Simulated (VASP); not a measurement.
# Si13Sn3 (P1) in VASP: single point with PBEsol

Aim: the single point of Si13Sn3 with PBEsol.

Program: VASP 6.6.1. These are calculated values, not measurements. Logs are shortened: lines on timing, memory, paths and dates and some standing lists are left out, and cuts for length are marked.

### Step 1. The cell of the first run

The typed cell holds 64 atoms: a = 11.281 Å, b = 11.281 Å, c = 11.281 Å, α = 90.00°, β = 90.00°, γ = 90.00°.

### Step 2. Single point, PBEsol

Contents of INCAR:

```
ALGO = Normal
EDIFF = 1E-7
ENCUT = 520
GGA = PS
ISIF = 2
ISMEAR = -1
LASPH = True
LCHARG = False
LREAL = Auto
LWAVE = False
NBANDS = 226
NELM = 100
PREC = Accurate
SIGMA = 0.05
```

Contents of KPOINTS:

```
Automatic mesh
0
Gamma
  1 1 1
  0.5 0.5 0.5
```

Contents of POSCAR:

```
Si13Sn3
1.0
   11.2809054909      0.0000000000      0.0000000000
    0.0000000000     11.2809054909      0.0000000000
    0.0000000000      0.0000000000     11.2809054909
Si Sn
52 12
Direct
    0.0035500000      0.0023940000      0.0017200000
    0.0039380000      0.9993590000      0.5158470000
    0.0056520000      0.5065470000      0.9940020000
    0.9971410000      0.4982500000      0.4944090000
    0.5020380000      0.5021600000      0.0016980000
    0.4923160000      0.5087280000      0.5063440000
    0.1262140000      0.1245680000      0.1226700000
    0.1227020000      0.1251130000      0.6325070000
    0.1271550000      0.6224640000      0.1229790000
    0.1250170000      0.6194720000      0.6102620000
    0.6248970000      0.1372610000      0.1173120000
    0.6278290000      0.1409130000      0.6309050000
    0.6226380000      0.6271450000      0.1255250000
    0.6246580000      0.6239810000      0.6276150000
    0.2395120000      0.2597950000      0.0076310000
    0.2415740000      0.2569640000      0.5078210000
    0.2514360000      0.7494350000      0.0050270000
    0.2574950000      0.7400170000      0.5031960000
    0.7458180000      0.2495340000      0.9898280000
    0.7531350000      0.2603040000      0.5172060000
    0.7503110000      0.7409620000      0.9996070000
    0.7504330000      0.7422350000      0.4972120000
    0.3712510000      0.3831440000      0.1213810000
    0.3804600000      0.3730290000      0.6179950000
    0.3690320000      0.8618240000      0.1351080000
    0.3676280000      0.8607860000      0.6376850000
    0.8790260000      0.3803940000      0.6323590000
    0.8820990000      0.8641330000      0.1110030000
    0.8709160000      0.8731500000      0.6109630000
    0.2459780000      0.9965200000      0.2328610000
    0.2414860000      0.9925780000      0.7455770000
    0.2510100000      0.5019810000      0.2523200000
    0.7496300000      0.5172020000      0.2500160000
    0.7494780000      0.5003270000      0.7518650000
    0.3745230000      0.6221720000      0.3765080000
    0.3823640000      0.6310260000      0.8856270000
    0.8830250000      0.1295750000      0.8826610000
    0.8752930000      0.6250110000      0.3735630000
    0.8679790000      0.6161680000      0.8807080000
    0.0203890000      0.2512760000      0.2525780000
    0.9998290000      0.2505870000      0.7553640000
    0.9945230000      0.7392940000      0.2406120000
    0.4988060000      0.2588480000      0.2307820000
    0.5063040000      0.2649580000      0.7419570000
    0.4953100000      0.7405660000      0.2527120000
    0.5007240000      0.7433560000      0.7540660000
    0.1284890000      0.3794690000      0.3773630000
    0.1158630000      0.3711220000      0.8824040000
    0.1312780000      0.8810480000      0.8842490000
    0.6243630000      0.3800830000      0.8723810000
    0.6232710000      0.8533600000      0.3740000000
    0.6287240000      0.8546260000      0.8745350000
    0.5013320000      0.9882190000      0.0034640000
    0.5034040000      0.9923770000      0.5087980000
    0.8778800000      0.3774950000      0.1257170000
    0.2520430000      0.4974620000      0.7539350000
    0.7477780000      0.9925460000      0.2431140000
    0.7521260000      0.9995310000      0.7532850000
    0.3667360000      0.1319580000      0.3640050000
    0.3675450000      0.1355890000      0.8658100000
    0.8840170000      0.1328870000      0.3863530000
    0.9986500000      0.7487350000      0.7499560000
    0.1243040000      0.8713200000      0.3741340000
    0.6233200000      0.3819060000      0.3759940000
```

Potentials or basis: VASP PAW PBE potentials, release 64 (Si, Sn_d).

Started as:

```console
$ cat potpaw_PBE.64/Si/POTCAR potpaw_PBE.64/Sn_d/POTCAR > POTCAR
$ mpirun -np 1 vasp_std > vasp.out
```

OUTCAR:

```text
EDIFF = 1E-7
   ENCUT = 520
   GGA = PS
   ISIF = 2
   ISMEAR = -1
   LASPH = True
   LREAL = Auto
   NELM = 100
   PREC = Accurate

 ion  position               nearest neighbor table
   1  0.004  0.002  0.002-   7 2.38  49 2.39  37 2.39  28 2.41
   2  0.004  0.999  0.516-  29 2.33   8 2.35  61 2.50  63 2.55
   3  0.006  0.507  0.994-  48 2.34  39 2.36   9 2.39  55 2.53
   4  0.997  0.498  0.494-  10 2.38  47 2.39  38 2.41  27 2.44
   5  0.502  0.502  0.002-  36 2.38  13 2.41  23 2.41  50 2.43
   6  0.492  0.509  0.506-  24 2.35  35 2.36  14 2.41  64 2.53
[... 56 lines left out ...]
  63  0.124  0.871  0.374-  30 2.53   2 2.55  18 2.56  42 2.57
  64  0.623  0.382  0.376-  33 2.53   6 2.53  20 2.56  43 2.57

  LATTYP: Found a simple cubic cell.
 ALAT       =    11.2809054909

  Lattice vectors:

 A1 = (  11.2809054909,   0.0000000000,   0.0000000000)
 A2 = (   0.0000000000,  11.2809054909,   0.0000000000)
 A3 = (   0.0000000000,   0.0000000000,  11.2809054909)

Analysis of symmetry for initial positions (statically):
=====================================================================
 Subroutine PRICEL returns:
 Original cell was already a primitive cell.

 Routine SETGRP: Setting up the symmetry group for a
 simple cubic supercell.

 Subroutine GETGRP returns: Found  1 space group operations
 (whereof  1 operations were pure point group operations)
 out of a pool of 48 trial point group operations.

The static configuration has the point symmetry C_1 .

Analysis of symmetry for dynamics (positions and initial velocities):
=====================================================================
 Subroutine PRICEL returns:
 Original cell was already a primitive cell.

 Routine SETGRP: Setting up the symmetry group for a
 simple cubic supercell.

 Subroutine GETGRP returns: Found  1 space group operations
 (whereof  1 operations were pure point group operations)
 out of a pool of 48 trial point group operations.

The dynamic configuration has the point symmetry C_1 .

 Subroutine INISYM returns: Found  1 space group operations
 (whereof  1 operations are pure point group operations),
 and found     1 'primitive' translations

----------------------------------------------------------------------------------------

                                     Primitive cell

  volume of cell :    1435.5948

  direct lattice vectors                    reciprocal lattice vectors
    11.280905491  0.000000000  0.000000000     0.088645366  0.000000000  0.000000000
     0.000000000 11.280905491  0.000000000     0.000000000  0.088645366  0.000000000
     0.000000000  0.000000000 11.280905491     0.000000000  0.000000000  0.088645366

  length of vectors
    11.280905491 11.280905491 11.280905491     0.088645366  0.088645366  0.088645366

  position of ions in fractional coordinates (direct lattice)
     0.003550000  0.002394000  0.001720000
     0.003938000  0.999359000  0.515847000
     0.005652000  0.506547000  0.994002000
     0.997141000  0.498250000  0.494409000
     0.502038000  0.502160000  0.001698000
     0.492316000  0.508728000  0.506344000
[... 56 lines left out ...]
     0.124304000  0.871320000  0.374134000
     0.623320000  0.381906000  0.375994000

  ion indices of the primitive-cell ions
   primitive index   ion index
                 1           1
                 2           2
                 3           3
                 4           4
                 5           5
                 6           6
[... 56 lines left out ...]
                63          63
                64          64

----------------------------------------------------------------------------------------

 KPOINTS: Automatic mesh

Automatic generation of k-mesh.
 Grid dimensions read from file:
 generate k-points for:    1    1    1

 Generating k-lattice:

  Cartesian coordinates                     Fractional coordinates (reciprocal lattice)
     0.088645366  0.000000000  0.000000000     1.000000000  0.000000000  0.000000000
     0.000000000  0.088645366  0.000000000     0.000000000  1.000000000  0.000000000
     0.000000000  0.000000000  0.088645366     0.000000000  0.000000000  1.000000000

  Length of vectors
     0.088645366  0.088645366  0.088645366

  Shift w.r.t. Gamma in fractional coordinates (k-lattice)
     0.500000000  0.500000000  0.500000000

 Subroutine IBZKPT returns following result:
 ===========================================

 Found      1 irreducible k-points:

 Following reciprocal coordinates:
            Coordinates               Weight
  0.500000  0.500000  0.500000      1.000000
   k-points           NKPTS =      1   k-points in BZ     NKDIM =      1   number of bands    NBANDS=    226
   number of dos      NEDOS =    301   number of ions     NIONS =     64
   total plane-waves  NPLWV = 592704
   dimension x,y,z NGX =    84 NGY =   84 NGZ =   84
   dimension x,y,z NGXF=   168 NGYF=  168 NGZF=  168
   ions per type =              52  12
   NGX,Y,Z   is equivalent  to a cutoff of  12.38, 12.38, 12.38 a.u.
   NGXF,Y,Z  is equivalent  to a cutoff of  24.76, 24.76, 24.76 a.u.
 SYSTEM =  unknown system
   PREC   = accura    normal or accurate (medium, high low for compatibility)
   ISTART =      0    job   : 0-new  1-cont  2-samecut
   ICHARG =      2    charge: 1-file 2-atom 10-const
   ISPIN  =      1    spin polarized calculation?
   LNONCOLLINEAR =      F non collinear calculations
   LSORBIT =      F    spin-orbit coupling
   LASPH  =      T    aspherical Exc in radial PAW
   ENCUT  =  520.0 eV  38.22 Ry    6.18 a.u.  20.98 20.98 20.98*2*pi/ulx,y,z
   NELM   =    100;   NELMIN=  2; NELMDL= -5     # of ELM steps
   EDIFF  = 0.1E-06   stopping-criterion for ELM
   LREAL  =      T    real-space projection
   EDIFFG = 0.1E-05   stopping-criterion for IOM
   NSW    =      0    number of steps for IOM
   IBRION =     -1    ionic relax: 0-MD 1-quasi-New 2-CG
   NFREE  =      0    steps in history (QN), initial steepest desc. (CG)
   ISIF   =      2    stress and relaxation
   ISYM   =      2    0-nonsym 1-usesym 2-fastsym
   POTIM  = 0.5000    time-step for ionic-motion
   TEBEG  =    0.0;   TEEND  =   0.0 temperature during run
   PSTRESS=    0.0 pullay stress
   NELECT =     376.0000    total number of electrons
   NUPDOWN=      -1.0000    fix difference up-down
   EMIN   =  10.00;   EMAX   =-10.00  energy-range for DOS
   EFERMI =   0.00;   METHOD = LEGACY
   ISMEAR =    -1;   SIGMA  =   0.05  broadening in eV -4-tet -1-fermi 0-gaus
   EFERMI_NEDOS =   21; number of points for ismear=-14 and -15
   IALGO  =     38    algorithm
   IMIX   =      4    mixing-type and parameters
     AMIX     =   0.40;   BMIX     =  1.00
     AMIX_MAG =   1.60;   BMIX_MAG =  1.00
  volume/ion in A,a.u.               =      22.43       151.37
  Fermi-wavevector in a.u.,A,eV,Ry     =   1.047434  1.979364 14.927207  1.097119
  Thomas-Fermi vector in A             =   2.182314
   LORBIT       =      0    0 simple, 1 ext, 2 COOP (PROOUT), +10 PAW based schemes
   GGA     = PS    functional components
   LHFCALC =     F    Hartree Fock is set to
   AEXX    =    0.0000 exact exchange contribution
   IVDW    =     0    specifies the selected vdW correction
   LEPSILON=     F    determine dielectric tensor
   LRPA    =     F    only Hartree local field effects (RPA)
 non-spin polarized calculation
  energy-cutoff  :      520.00
  volume of cell :     1435.59
 maximum number of plane-waves:     38736
 NGX is ok and might be reduce to    84
   NGX = 41   NGY = 41   NGZ = 41

 number of electron     375.9999983 magnetization

 Free energy of the ion-electron system (eV)
  ---------------------------------------------------
  ext. energy  EPLUGINS =         0.00000000
  ---------------------------------------------------
  free energy    TOTEN  =      -338.62573741 eV

  energy without entropy =     -338.62569819  energy(sigma->0) =     -338.62571780

 E-fermi :   6.1759     XC(G=0):  -9.4832

 val. band max:        5.6035617311   @ k =   0.5000   0.5000   0.5000
 cond. band min:       6.7699446648   @ k =   0.5000   0.5000   0.5000
 fundamental gap:      1.1663829337
 Fermi energy:         6.1758669122

 k-point     1 :       0.5000    0.5000    0.5000
  band No.  band energies     occupation
      1     -15.3844      2.00000
      2     -15.3553      2.00000
      3     -15.3291      2.00000
      4     -15.2362      2.00000
      5     -15.2323      2.00000
      6     -15.2145      2.00000
[... 192 lines left out ...]
    199       7.1023      0.00000
    200       7.1105      0.00000
 [bands above 200 left out]

------------------------ aborting loop because EDIFF is reached ----------------------------------------

  FORCE on cell =-STRESS in cart. coord.  units (eV):
  Direction    XX          YY          ZZ          XY          YZ          ZX
  --------------------------------------------------------------------------------------
  -------------------------------------------------------------------------------------
  Total       -0.8392162      0.3926944      0.6656199      0.6284391      0.2893220     -0.3643678
  in kB       -0.9365966      0.4382616      0.7428566      0.7013614      0.3228941     -0.4066481
  external PRESSURE =       0.0815072 kB  Pullay stress =       0.0000000 kB

 VOLUME and BASIS-vectors are now :
 -----------------------------------------------------------------------------
  energy-cutoff  :      520.00
  volume of cell :     1435.59
      direct lattice vectors                 reciprocal lattice vectors
    11.280905491  0.000000000  0.000000000     0.088645366  0.000000000  0.000000000
     0.000000000 11.280905491  0.000000000     0.000000000  0.088645366  0.000000000
     0.000000000  0.000000000 11.280905491     0.000000000  0.000000000  0.088645366

 POSITION                                       TOTAL-FORCE (eV/Angst)
 -----------------------------------------------------------------------------------
      0.04005      0.02701      0.01940        -0.000718      0.000038      0.005252
      0.04442     11.27367      5.81922         0.005522     -0.002155     -0.022330
      0.06376      5.71431     11.21324        -0.013100     -0.009379      0.014558
     11.24865      5.62071      5.57738        -0.004905     -0.002222      0.002766
      5.66344      5.66482      0.01915         0.005907     -0.006906     -0.002443
      5.55377      5.73891      5.71202         0.010817     -0.009682     -0.003775
[... 56 lines left out ...]
      1.40226      9.82928      4.22057        -0.003479     -0.001789      0.002420
      7.03161      4.30825      4.24155         0.000212      0.002816      0.013309
 -----------------------------------------------------------------------------------
    total drift:                                0.011600      0.007362      0.011064

  FREE ENERGIE OF THE ION-ELECTRON SYSTEM (eV)
  ---------------------------------------------------
  free  energy   TOTEN  =      -338.6257374105 eV

  energy  without entropy=     -338.6256981937  energy(sigma->0) =     -338.62571780
```

Run time: 12 min. Hardware: 1 thread of Intel Xeon Platinum 8375C at 2.90GHz (Ice Lake), shared host; peak memory 1.1 GiB.

Results:

```
Free energy            : -338.6257 eV
Pressure               : 0.0 GPa
Largest force          : 0.026 eV/Å
Band gap on the k mesh : 1.17 eV
```

Forces in eV/Å, atoms in the order of the input:
```
Si  -0.001  0.000  0.005
Si   0.006 -0.002 -0.022
Si  -0.013 -0.009  0.015
Si  -0.005 -0.002  0.003
Si   0.006 -0.007 -0.002
Si   0.011 -0.010 -0.004
Si  -0.002  0.004 -0.004
Si  -0.007  0.010  0.004
Si   0.002 -0.006 -0.004
Si  -0.001 -0.007  0.017
Si  -0.002 -0.019 -0.001
Si   0.003 -0.025  0.003
Si  -0.003  0.004  0.000
Si  -0.002  0.000 -0.003
Si   0.010 -0.007  0.002
Si   0.006 -0.016 -0.001
Si  -0.004 -0.002  0.000
Si  -0.002  0.013 -0.006
Si   0.009  0.012  0.005
Si  -0.003  0.001 -0.018
Si   0.000 -0.015  0.005
Si  -0.001 -0.013  0.007
Si  -0.010  0.002 -0.003
Si  -0.022  0.009  0.003
Si   0.013 -0.002 -0.003
Si   0.007  0.000 -0.002
Si   0.010  0.004 -0.001
Si  -0.007  0.006  0.001
Si  -0.006 -0.006  0.020
Si  -0.005 -0.007  0.018
Si   0.017  0.009 -0.005
Si  -0.002  0.007 -0.006
Si  -0.003 -0.022 -0.005
Si   0.000  0.002 -0.002
Si   0.002  0.003 -0.003
Si  -0.013 -0.008 -0.004
Si  -0.011 -0.009 -0.010
Si   0.009  0.005  0.000
Si   0.013  0.017 -0.014
Si  -0.019 -0.002 -0.010
Si   0.000  0.007  0.000
Si   0.009  0.005  0.004
Si   0.003  0.003  0.016
Si  -0.003  0.002  0.013
Si  -0.007 -0.003 -0.007
Si  -0.001 -0.001 -0.005
Si   0.006  0.009  0.003
Si   0.010  0.006 -0.017
Si  -0.009 -0.011 -0.006
Si  -0.002  0.000 -0.002
Si   0.002  0.017 -0.001
Si   0.006  0.020  0.001
Sn   0.004  0.010  0.015
Sn  -0.002  0.013  0.001
Sn   0.011  0.012  0.008
Sn  -0.008 -0.005  0.002
Sn   0.016  0.011 -0.001
Sn  -0.004  0.000  0.012
Sn  -0.005 -0.007 -0.012
Sn   0.004  0.004 -0.016
Sn  -0.001  0.003  0.007
Sn  -0.005 -0.004 -0.002
Sn  -0.003 -0.002  0.002
Sn   0.000  0.003  0.013
```

Stress tensor (GPa, compression positive):
```
-0.09  0.07 -0.04
 0.07  0.04  0.03
-0.04  0.03  0.07
```

Levels at points of the mesh, in eV from the valence-band top:
| k point | band 186 | band 187 | band 188 | band 189 | band 190 | band 191 |
| --- | --- | --- | --- | --- | --- | --- |
| (0.50, 0.50, 0.50) | -0.13 | -0.06 | 0.00 | 1.17 | 1.21 | 1.22 |

Caveat: the k points lie up to 0.56 Å⁻¹ apart; the PAW data sets were made with another functional, which shifts forces and pressure a little; spin-orbit coupling is left out, which moves the levels of the heavy elements.
